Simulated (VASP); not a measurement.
# AlO2 (Cmcm) in VASP: further runs, part 2 of 2

VASP 6.6.1. The steps go on from the part before.

### Step 3. Single point, LDA

INCAR

```
ALGO = Normal
EDIFF = 1E-6
ENCUT = 520
ISIF = 2
ISMEAR = -1
LASPH = T
LCHARG = F
LREAL = F
LWAVE = F
NBANDS = 24
NELM = 60
PREC = Accurate
SIGMA = 0.05
```

KPOINTS

```
k-points
0
Gamma
  9 9 7
```

POSCAR

```
AlO2
1.0
    1.4881620000     -5.4028330000      0.0000000000
    1.4881620000      5.4028330000      0.0000000000
    0.0000000000      0.0000000000      3.6466120000
Al O
2 4
Direct
    0.6681330000      0.3318670000      0.7500000000
    0.3318670000      0.6681330000      0.2500000000
    0.0610720000      0.9389280000      0.7500000000
    0.9389280000      0.0610720000      0.2500000000
    0.2941840000      0.7058160000      0.7500000000
    0.7058160000      0.2941840000      0.2500000000
```

Potentials or basis: VASP PAW LDA potentials, release 64 (Al, O).

Started as:

```console
$ cat potpaw_LDA.64/Al/POTCAR potpaw_LDA.64/O/POTCAR > POTCAR
$ mpirun -np 1 vasp_std > vasp.out
```

It took 4.1 min on 1 thread of Intel Xeon 8259CL, shared host; peak memory 0.24 GiB.

The run converged. Its results:

* Free energy: -44.0778 eV
* Pressure: -11.2 GPa
* Largest force: 0.488 eV/Å
* Band gap on the k mesh: zero (bands 15 and 16 overlap by 0.41 eV)

Forces in eV/Å, atoms in the order of the input:
```
Al   0.000  0.211  0.000
Al   0.000 -0.211  0.000
O    0.000  0.488  0.000
O    0.000 -0.488  0.000
O    0.000  0.154  0.000
O    0.000 -0.154  0.000
```

Stress tensor (GPa, compression positive):
```
-11.20   0.00   0.00
  0.00 -11.81   0.00
  0.00   0.00 -10.68
```

Levels at points of the mesh, in eV from the Fermi level:
| k point | band 13 | band 14 | band 15 | band 16 | band 17 | band 18 |
| --- | --- | --- | --- | --- | --- | --- |
| (0.00, 0.00, 0.00) | -1.29 | -0.48 | 0.04 | 0.10 | 5.79 | 8.17 |

Caveat: the cell stands under tension.

### Step 4. Single point, revPBE

INCAR

```
PREC = Accurate ; ENCUT = 520
EDIFF = 1E-6 ; ISMEAR = -1
SIGMA = 0.05 ; LREAL = False
LASPH = True ; NELM = 60
ALGO = Normal ; ISIF = 2
LWAVE = False ; LCHARG = False
GGA = RE ; NBANDS = 24
```

KPOINTS

```
Automatic mesh
0
Gamma
  9 9 7
```

POSCAR is that of step 3.

Potentials or basis: VASP PAW PBE potentials, release 64 (Al, O).

Started as:

```console
$ cat potpaw_PBE.64/Al/POTCAR potpaw_PBE.64/O/POTCAR > POTCAR
$ mpirun -np 1 vasp_std > vasp.out
```

OUTCAR:

```text
PREC = Accurate
   ENCUT = 520
   EDIFF = 1E-6
   ISMEAR = -1
   LREAL = False
   LASPH = True
   NELM = 60
   ISIF = 2
   GGA = RE

 ion  position               nearest neighbor table
   1  0.668  0.332  0.750-   6 1.87   6 1.87   3 1.88   3 1.88   5 2.02   5 2.02   2 2.94   2 2.94
                             2 2.94   2 2.94
   2  0.332  0.668  0.250-   5 1.87   5 1.87   4 1.88   4 1.88   6 2.02   6 2.02   1 2.94   1 2.94
                             1 2.94   1 2.94
   3  0.061  0.939  0.750-   1 1.88   1 1.88
   4  0.939  0.061  0.250-   2 1.88   2 1.88
   5  0.294  0.706  0.750-   2 1.87   2 1.87   1 2.02   1 2.02
   6  0.706  0.294  0.250-   1 1.87   1 1.87   2 2.02   2 2.02
[... 859 lines left out ...]
  Total        0.3928206      0.4269207      1.2444075      0.0000000      0.0000000      0.0000000
  in kB       10.7328118     11.6645099     34.0002344      0.0000000      0.0000000      0.0000000
  external PRESSURE =      18.7991854 kB  Pullay stress =       0.0000000 kB

 VOLUME and BASIS-vectors are now :
 -----------------------------------------------------------------------------
  energy-cutoff  :      520.00
  volume of cell :       58.64
      direct lattice vectors                 reciprocal lattice vectors
     1.488162000 -5.402833000  0.000000000     0.335984926 -0.092544041  0.000000000
     1.488162000  5.402833000  0.000000000     0.335984926  0.092544041  0.000000000
     0.000000000  0.000000000  3.646612000     0.000000000  0.000000000  0.274227146

 POSITION                                       TOTAL-FORCE (eV/Angst)
 -----------------------------------------------------------------------------------
      1.48816     -1.81679      2.73496         0.000000      0.186583      0.000000
      1.48816      1.81679      0.91165         0.000000     -0.186583     -0.000000
      1.48816      4.74291      2.73496         0.000000      0.751530     -0.000000
      1.48816     -4.74291      0.91165         0.000000     -0.751530      0.000000
      1.48816      2.22398      2.73496         0.000000     -0.137916      0.000000
      1.48816     -2.22398      0.91165         0.000000      0.137916      0.000000
 -----------------------------------------------------------------------------------
    total drift:                               -0.000000     -0.000000     -0.000000

  FREE ENERGIE OF THE ION-ELECTRON SYSTEM (eV)
  ---------------------------------------------------
  free  energy   TOTEN  =       -37.7364097477 eV

  energy  without entropy=      -37.6969946545  energy(sigma->0) =      -37.71670220
```

It took 4.4 min on 1 thread of Intel Xeon 8259CL, shared host; peak memory 0.27 GiB.

Results:

* Free energy: -37.7364 eV
* Pressure: 1.9 GPa
* Largest force: 0.752 eV/Å
* Band gap on the k mesh: zero (bands 15 and 16 overlap by 0.40 eV)

Forces in eV/Å, atoms in the order of the input:
```
Al   0.000  0.187  0.000
Al   0.000 -0.187  0.000
O    0.000  0.752  0.000
O    0.000 -0.752  0.000
O    0.000 -0.138  0.000
O    0.000  0.138  0.000
```

Levels at points of the mesh, in eV from the Fermi level:
```
           k point  band 11  band 12  band 13  band 14  band 15  band 16  band 17  band 18  band 19  band 20
(0.00, 0.00, 0.00)    -2.31    -1.81    -1.36    -0.49     0.06     0.08     6.05     8.57    10.04    10.96
```

Caveat: the PAW data sets were made with another functional, which shifts forces and pressure a little.

### Step 5. The runs side by side

| level | potentials or basis | k mesh | gap on the mesh (eV) | pressure (GPa) | largest force (eV/Å) |
| --- | --- | --- | --- | --- | --- |
| PBEsol | VASP PAW PBE potentials, release 64 (Al, O) | 8 × 8 × 6 | none | -5.9 | 0.71 |
| LDA | VASP PAW LDA potentials, release 64 (Al, O) | 9 × 9 × 7 | none | -11.2 | 0.49 |
| revPBE | VASP PAW PBE potentials, release 64 (Al, O) | 9 × 9 × 7 | none | 1.9 | 0.75 |

Alike in all rows: task single point; no spin polarisation; cell as given; cutoff (eV) 520; smearing fermi-dirac 0.05 eV.

Caveats: the cell stands under tension (at least some runs); the PAW data sets were made with another functional, which shifts forces and pressure a little (at least some runs).

Absolute energies hang on the potentials; compare differences alone.
